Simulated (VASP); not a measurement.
A run of VASP 6.6.1:

Contents of INCAR:

```
SYSTEM = GaP
PREC = Accurate
ENCUT = 600
EDIFF = 1E-6
ISMEAR = -1
SIGMA = 0.1
LREAL = .FALSE.
LASPH = .TRUE.
NELM = 60
ALGO = Normal
ISIF = 3
LWAVE = .FALSE.
LCHARG = .FALSE.
GGA = PE
IBRION = 2
NSW = 60
EDIFFG = -0.005
PSTRESS = -0.28
```

File KPOINTS:

```
Automatic mesh
0
G
  14 14 14
  0 0 0
```

File POSCAR:

```
GaP
1.0
    3.1733207153      0.0000000000      0.0000000000
    0.0000000000      3.1733207153      0.0000000000
    0.0000000000      0.0000000000      3.1733207153
Ga P
1 1
Direct
    0.0000000000      0.0000000000      0.0000000000
    0.5000000000      0.5000000000      0.5000000000
```

Potentials or basis: VASP PAW PBE potentials, release 64 (Ga_d, P).

Command:

```sh
$ cat potpaw_PBE.64/Ga_d/POTCAR potpaw_PBE.64/P/POTCAR > POTCAR
$ mpirun -np 1 vasp_std > vasp.out
```

Hardware: 1 thread of Intel(R) Xeon(R) 6975P-C (Granite Rapids), with other jobs on the host.

Question: How long does it take, and how much memory?

Answer: Wall time 60 s on 1 thread of Intel(R) Xeon(R) 6975P-C (Granite Rapids) (shared host), peak memory 0.21 GiB. Counts: scf iterations 31, k points 120, ion steps 4.
